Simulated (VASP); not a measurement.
Input of a VASP 6.6.1 run:

INCAR

```
SYSTEM = LiHPd
ALGO = Normal
EDIFF = 1E-6
ENCUT = 520
GGA = CA
ISIF = 2
ISMEAR = 1
LASPH = .True.
LCHARG = .True.
LELF = .True.
LREAL = .False.
LVHAR = .True.
LWAVE = .False.
NBANDS = 14
NELM = 100
PREC = Accurate
SIGMA = 0.1
```

Contents of KPOINTS:

```
k-points
0
Gamma
  10 10 7
  0 0 0
```

POSCAR

```
LiHPd
1.0
    2.7794670000      0.0000000000      0.0000000000
    0.0000000000      2.7794670000      0.0000000000
    0.0000000000      0.0000000000      3.9043150000
Li H Pd
1 1 1
Direct
    0.5000000000      0.5000000000      0.5000000000
    0.5000000000      0.5000000000      0.0000000000
    0.0000000000      0.0000000000      0.0000000000
```

Potentials or basis: VASP PAW LDA potentials, release 64 (Li_sv, H, Pd).

The run is started by

```sh
$ cat potpaw_LDA.64/Li_sv/POTCAR potpaw_LDA.64/H/POTCAR potpaw_LDA.64/Pd/POTCAR > POTCAR
$ mpirun -np 1 vasp_std > vasp.out
```

Q: Estimate the band gap on the k mesh.

A: Zero (bands 7 and 8 overlap by 5.62 eV).
